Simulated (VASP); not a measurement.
# KCl (I4/mmm) in VASP: a series of runs

Runs on KCl. Level: PBE. Tasks: single point.

All numbers are computed with VASP 6.6.1; they aren't measurements. Logs are shortened: lines on timing, memory, paths and dates and some standing lists are left out, and cuts for length are marked.

### Step 1. The cell of the first run

It takes space group I4/mmm (No. 139, tetragonal). The conventional cell has a = 4.419 Å, b = 4.419 Å, c = 6.312 Å, α = 90.00°, β = 90.00°, γ = 90.00°. K (site symmetry 4/mmm) has 6 Cl at 3.12 to 3.16 Å within 4.1 Å. Within 4.1 Å of Cl (site symmetry 4/mmm) lie 6 K at 3.12 to 3.16 Å.

### Step 2. Single point, PBE (equal xx and yy strain of -1 %)

The input, INCAR:

```
ALGO     = Normal         # electronic algorithm
EDIFF    = 1E-6           # SCF threshold, eV
ENCUT    = 520            # plane-wave cutoff, eV
GGA      = PE             # functional
ISIF     = 2              # what is computed and relaxed
ISMEAR   = -1             # smearing method
LASPH    = True           # aspherical terms in the spheres
LCHARG   = False          # write CHGCAR
LREAL    = False          # projectors in reciprocal space
LWAVE    = False          # write WAVECAR
NBANDS   = 15             # bands
NELM     = 100            # most SCF steps
PREC     = Accurate       # precision mode
SIGMA    = 0.03           # smearing width, eV
```

The input, KPOINTS:

```
k-points
0
Gamma
  7 7 7
```

The input, POSCAR:

```
KCl
1.0
    0.0000000000      3.1245390000      3.1561000000
    3.1245390000      0.0000000000      3.1561000000
    3.1245390000      3.1245390000      0.0000000000
K Cl
1 1
Direct
    0.0000000000      0.0000000000      0.0000000000
    0.5000000000      0.5000000000      0.5000000000
```

Potentials or basis: VASP PAW PBE potentials, release 64 (K_sv, Cl).

Run with:

```console
$ cat potpaw_PBE.64/K_sv/POTCAR potpaw_PBE.64/Cl/POTCAR > POTCAR
$ mpirun -np 1 vasp_std > vasp.out
```

OUTCAR:

```text
EDIFF = 1E-6
   ENCUT = 520
   GGA = PE
   ISIF = 2
   ISMEAR = -1
   LASPH = True
   LREAL = False
   NELM = 100
   PREC = Accurate

 ion  position               nearest neighbor table
   1  0.000  0.000  0.000-   2 3.12   2 3.12   2 3.12   2 3.12   2 3.16   2 3.16
   2  0.500  0.500  0.500-   1 3.12   1 3.12   1 3.12   1 3.12   1 3.16   1 3.16

  LATTYP: Found a body centered tetragonal cell.
 ALAT       =     4.4187654300
 C/A-ratio  =     1.4284985479

  Lattice vectors:

 A1 = (  -3.1245390000,   0.0000000000,   3.1561000000)
 A2 = (   3.1245390000,   0.0000000000,   3.1561000000)
 A3 = (   0.0000000000,   3.1245390000,  -3.1561000000)

Analysis of symmetry for initial positions (statically):
=====================================================================
 Subroutine PRICEL returns:
 Original cell was already a primitive cell.

 Routine SETGRP: Setting up the symmetry group for a
 body centered tetragonal supercell.

 Subroutine GETGRP returns: Found 16 space group operations
 (whereof 16 operations were pure point group operations)
 out of a pool of 16 trial point group operations.

The static configuration has the point symmetry D_4h.

Analysis of symmetry for dynamics (positions and initial velocities):
=====================================================================
 Subroutine PRICEL returns:
 Original cell was already a primitive cell.

 Routine SETGRP: Setting up the symmetry group for a
 body centered tetragonal supercell.

 Subroutine GETGRP returns: Found 16 space group operations
 (whereof 16 operations were pure point group operations)
 out of a pool of 16 trial point group operations.

The dynamic configuration has the point symmetry D_4h.

 Subroutine INISYM returns: Found 16 space group operations
 (whereof 16 operations are pure point group operations),
 and found     1 'primitive' translations

----------------------------------------------------------------------------------------

                                     Primitive cell

  volume of cell :      61.6244

  direct lattice vectors                    reciprocal lattice vectors
     0.000000000  3.124539000  3.156100000    -0.160023607  0.160023607  0.158423371
     3.124539000  0.000000000  3.156100000     0.160023607 -0.160023607  0.158423371
     3.124539000  3.124539000  0.000000000     0.160023607  0.160023607 -0.158423371

  length of vectors
     4.441138500  4.441138500  4.418765430     0.276248210  0.276248210  0.276248210

  position of ions in fractional coordinates (direct lattice)
     0.000000000  0.000000000  0.000000000
     0.500000000  0.500000000  0.500000000

  ion indices of the primitive-cell ions
   primitive index   ion index
[... 88 lines left out ...]
   EFERMI =   0.00;   METHOD = LEGACY
   ISMEAR =    -1;   SIGMA  =   0.03  broadening in eV -4-tet -1-fermi 0-gaus
   EFERMI_NEDOS =   21; number of points for ismear=-14 and -15
   IALGO  =     38    algorithm
   IMIX   =      4    mixing-type and parameters
     AMIX     =   0.40;   BMIX     =  1.00
     AMIX_MAG =   1.60;   BMIX_MAG =  1.00
  volume/ion in A,a.u.               =      30.81       207.93
  Fermi-wavevector in a.u.,A,eV,Ry     =   1.044393  1.973617 14.840646  1.090757
  Thomas-Fermi vector in A             =   2.179144
   LORBIT       =      0    0 simple, 1 ext, 2 COOP (PROOUT), +10 PAW based schemes
   GGA     = PE    functional components
   LHFCALC =     F    Hartree Fock is set to
   AEXX    =    0.0000 exact exchange contribution
   IVDW    =     0    specifies the selected vdW correction
   LEPSILON=     F    determine dielectric tensor
   LRPA    =     F    only Hartree local field effects (RPA)
 non-spin polarized calculation
  energy-cutoff  :      520.00
  volume of cell :       61.62
 maximum number of plane-waves:      1676
 NGX is ok and might be reduce to    36
   NGX = 17   NGY = 17   NGZ = 17

 number of electron      16.0000002 magnetization

 Free energy of the ion-electron system (eV)
  ---------------------------------------------------
  ext. energy  EPLUGINS =         0.00000000
  ---------------------------------------------------
  free energy    TOTEN  =        -6.79941322 eV

  energy without entropy =       -6.79941322  energy(sigma->0) =       -6.79941322

 E-fermi :  -1.1402     XC(G=0):  -7.5838

 val. band max:       -1.7957962954   @ k =   0.0000   0.0000   0.0000
 cond. band min:       3.4263027269   @ k =   0.0000   0.0000   0.0000
 fundamental gap:      5.2220990223
 Fermi energy:        -1.1401654141

 k-point     1 :       0.0000    0.0000    0.0000
  band No.  band energies     occupation
      1     -28.9695      2.00000
      2     -13.9285      2.00000
      3     -12.4309      2.00000
      4     -12.4304      2.00000
      5     -12.4304      2.00000
      6      -1.8029      2.00000
      7      -1.7958      2.00000
      8      -1.7958      2.00000
      9       3.4263      0.00000
     10       6.5462      0.00000
     11       6.6100      0.00000
     12       6.6100      0.00000
     13       7.4481      0.00000
     14       7.4949      0.00000
[... 401 lines left out ...]
      2     -14.0073      2.00000
      3     -12.4961      2.00000
      4     -12.4719      2.00000
      5     -12.2939      2.00000
      6      -2.5972      2.00000
      7      -2.1971      2.00000
      8      -2.1322      2.00000
      9       6.0227      0.00000
     10       6.4301      0.00000
     11       8.0627      0.00000
     12       8.5878      0.00000
     13       9.1057      0.00000
     14       9.6536      0.00000
     15      10.1296      0.00000

 [... further k-points ...]

------------------------ aborting loop because EDIFF is reached ----------------------------------------

  FORCE on cell =-STRESS in cart. coord.  units (eV):
  Direction    XX          YY          ZZ          XY          YZ          ZX
  --------------------------------------------------------------------------------------
  -------------------------------------------------------------------------------------
  Total        0.4412999      0.4412999      0.2872809      0.0000000      0.0000000      0.0000000
  in kB       11.4733904     11.4733904      7.4690376      0.0000000      0.0000000      0.0000000
  external PRESSURE =      10.1386061 kB  Pullay stress =       0.0000000 kB

 VOLUME and BASIS-vectors are now :
 -----------------------------------------------------------------------------
  energy-cutoff  :      520.00
  volume of cell :       61.62
      direct lattice vectors                 reciprocal lattice vectors
     0.000000000  3.124539000  3.156100000    -0.160023607  0.160023607  0.158423371
     3.124539000  0.000000000  3.156100000     0.160023607 -0.160023607  0.158423371
     3.124539000  3.124539000  0.000000000     0.160023607  0.160023607 -0.158423371

 POSITION                                       TOTAL-FORCE (eV/Angst)
 -----------------------------------------------------------------------------------
      0.00000      0.00000      0.00000         0.000000      0.000000      0.000000
      3.12454      3.12454      3.15610        -0.000000     -0.000000     -0.000000
 -----------------------------------------------------------------------------------
    total drift:                                0.000000      0.000000      0.000000

  FREE ENERGIE OF THE ION-ELECTRON SYSTEM (eV)
  ---------------------------------------------------
  free  energy   TOTEN  =        -6.7994132155 eV

  energy  without entropy=       -6.7994132155  energy(sigma->0) =       -6.79941322
```

OSZICAR:

```text
N       E                     dE             d eps       ncg     rms          rms(c)
DAV:   1     0.103476449808E+03    0.10348E+03   -0.70698E+03  1200   0.955E+02
DAV:   2    -0.675494628176E+00   -0.10415E+03   -0.96264E+02  1595   0.241E+02
DAV:   3    -0.684939746439E+01   -0.61739E+01   -0.61393E+01  1662   0.519E+01
DAV:   4    -0.708621311574E+01   -0.23682E+00   -0.23675E+00  1831   0.920E+00
DAV:   5    -0.708797715445E+01   -0.17640E-02   -0.17640E-02  1697   0.887E-01    0.338E+00
DAV:   6    -0.680063064759E+01    0.28735E+00   -0.41585E-01  1529   0.327E+00    0.277E+00
DAV:   7    -0.678604854771E+01    0.14582E-01   -0.10162E-01  1648   0.182E+00    0.159E+00
DAV:   8    -0.679809188058E+01   -0.12043E-01   -0.15838E-02  1445   0.945E-01    0.177E-01
DAV:   9    -0.679883486458E+01   -0.74298E-03   -0.89525E-04  1669   0.189E-01    0.954E-02
DAV:  10    -0.679940500357E+01   -0.57014E-03   -0.59421E-04  1249   0.153E-01    0.194E-02
DAV:  11    -0.679941013713E+01   -0.51336E-05   -0.21875E-05  1698   0.270E-02    0.624E-03
DAV:  12    -0.679941299315E+01   -0.28560E-05   -0.41411E-06  1290   0.143E-02    0.448E-03
DAV:  13    -0.679941321550E+01   -0.22234E-06   -0.36949E-07  1314   0.334E-03
   1 F= -.67994132E+01 E0= -.67994132E+01  d E =-.935121E-11
```

Run time: 21 s. Hardware: 1 thread of Intel Xeon 6975P-C (Granite Rapids), shared host; peak memory 0.21 GiB.

Results:

| Property | Result |
| --- | --- |
| Free energy | -6.7994 eV |
| Pressure | 1.0 GPa |
| Band gap on the k mesh | 5.22 eV, direct |

Stress tensor (GPa, compression positive):
```
1.15 0.00 0.00
0.00 1.15 0.00
0.00 0.00 0.75
```

Levels at points of the mesh, in eV from the valence-band top:
| k point | band 6 | band 7 | band 8 | band 9 | band 10 | band 11 |
| --- | --- | --- | --- | --- | --- | --- |
| (0.00, 0.00, 0.00) | -0.01 | 0.00 | 0.00 | 5.22 | 8.34 | 8.41 |

Caveat: the cell differs from its parent crystal (equal xx and yy strain of -1 %).

### Step 3. Single point, PBE (zz strain of -1 %)

The input, INCAR:

```
ALGO = Normal ; EDIFF = 1E-7
ENCUT = 520 ; GGA = PE
ISIF = 2 ; ISMEAR = -1
LASPH = T ; LCHARG = F
LREAL = F ; LWAVE = F
NBANDS = 15 ; NELM = 80
PREC = Accurate ; SIGMA = 0.03
```

KPOINTS is that of step 2.

The input, POSCAR:

```
KCl
1.0
    0.0000000000      3.1561000000      3.1245390000
    3.1561000000      0.0000000000      3.1245390000
    3.1561000000      3.1561000000      0.0000000000
K Cl
1 1
Direct
    0.0000000000      0.0000000000      0.0000000000
    0.5000000000      0.5000000000      0.5000000000
```

Potentials or basis: VASP PAW PBE potentials, release 64 (K_sv, Cl).

Run with:

```console
$ cat potpaw_PBE.64/K_sv/POTCAR potpaw_PBE.64/Cl/POTCAR > POTCAR
$ mpirun -np 1 vasp_std > vasp.out
```

It took 19 s on 1 thread of Intel Xeon 6975P-C (Granite Rapids), shared host; peak memory 0.21 GiB.

The run converged. Its results:

- Free energy: -6.8031 eV
- Pressure: 0.8 GPa
- Band gap on the k mesh: 5.18 eV, direct

Stress tensor (GPa, compression positive):
```
0.67 0.00 0.00
0.00 0.67 0.00
0.00 0.00 1.06
```

Levels at points of the mesh, in eV from the valence-band top:
```
           k point  band 4  band 5  band 6  band 7  band 8  band 9  band 10  band 11  band 12  band 13
(0.00, 0.00, 0.00)  -10.66  -10.66   -0.01   -0.01    0.00    5.19     8.36     8.36     8.42     9.23
```

Caveat: the cell differs from its parent crystal (zz strain of -1 %).

### Step 4. Single point, PBE (zz strain of +2 %)

The input, INCAR:

```
ALGO = Normal ; EDIFF = 1E-6
ENCUT = 520 ; GGA = PE
ISIF = 2 ; ISMEAR = -1
LASPH = True ; LCHARG = False
LREAL = False ; LWAVE = False
NBANDS = 15 ; NELM = 60
PREC = Accurate ; SIGMA = 0.03
```

KPOINTS is that of step 3.

The input, POSCAR:

```
KCl
1.0
    0.0000000000      3.1561000000      3.2192220000
    3.1561000000      0.0000000000      3.2192220000
    3.1561000000      3.1561000000      0.0000000000
K Cl
1 1
Direct
    0.0000000000      0.0000000000      0.0000000000
    0.5000000000      0.5000000000      0.5000000000
```

Run with:

```console
$ cat potpaw_PBE.64/K_sv/POTCAR potpaw_PBE.64/Cl/POTCAR > POTCAR
$ mpirun -np 1 vasp_std > vasp.out
```

Run time: 19 s. Hardware: 1 thread of Intel Xeon 6975P-C (Granite Rapids), shared host; peak memory 0.21 GiB.

The run converged. Its results:

```yaml
Free_energy: -6.8084 eV
Pressure: 0.3 GPa
Band_gap_on_the_k_mesh: 5.08 eV, direct
```

Stress tensor (GPa, compression positive):
```
 0.47  0.00  0.00
 0.00  0.47  0.00
 0.00  0.00 -0.16
```

Levels at points of the mesh, in eV from the valence-band top:
```tsv
k point	band 4	band 5	band 6	band 7	band 8	band 9	band 10	band 11	band 12	band 13
(0.00, 0.00, 0.00)	-10.73	-10.73	-0.01	0.00	0.00	5.08	8.28	8.40	8.40	9.18
```

Caveat: the cell differs from its parent crystal (zz strain of +2 %). A k mesh can miss the band edges.

### Step 5. The runs side by side

| cell | gap on the mesh (eV) | pressure (GPa) |
| --- | --- | --- |
| a = 4.441, b = 4.441, c = 4.419 Å, angles 60.2, 60.2, 59.7°, 2 atoms | 5.22 | 1.0 |
| a = 4.441, b = 4.441, c = 4.463 Å, angles 59.8, 59.8, 60.3°, 2 atoms | 5.18 | 0.8 |
| a = 4.508, b = 4.508, c = 4.463 Å, angles 60.3, 60.3, 59.3°, 2 atoms | 5.08 | 0.3 |

Alike in all rows: task single point; level PBE; potentials or basis VASP PAW PBE potentials, release 64 (K_sv, Cl); no spin polarisation; k mesh 7 × 7 × 7; cutoff (eV) 520; smearing fermi-dirac 0.03 eV.

Absolute energies hang on the potentials; compare differences alone.
